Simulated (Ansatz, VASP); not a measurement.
## One calculation of BaTe, two programs

```
Ba Te
1.0
     4.83598    0.00000    0.00000
    -2.41799    4.18808    0.00000
     0.00000    0.00000    4.70815
Ba Te
1 1
Direct
  0.33333 0.66667 0.50000
  0.66667 0.33333 0.00000
```

Alike in both runs: task relaxation of cell and atoms; functional PBE; k mesh 6 × 6 × 6; occupations gaussian, width 0.02 eV; no spin polarisation.

|  | VASP | Ansatz |
| --- | --- | --- |
| version | VASP 6.6.1 | Ansatz 0.2.0 |
| potentials or method | VASP PAW PBE potentials, release 64 (Ba_sv, Te), cutoff 600 eV | scalar-relativistic, plane waves, PAW |
| valence electrons in the cell | 16 | 26 |

```csv
,VASP,Ansatz,Ansatz less VASP
"gap on the k mesh at the Fermi level, each at its own relaxed structure (eV)",1.49,1.52,+0.032
relaxed volume (Å³/atom),44.68,44.16,-0.519
relaxed length of the cell vector where the two differ most in proportion (Å),4.828,4.809,-0.0188
```

VASP's potentials hold 16 valence electrons a cell and Ansatz's 26, so a difference there can come from the potentials and not from the codes.

Neither program's run includes spin-orbit coupling.
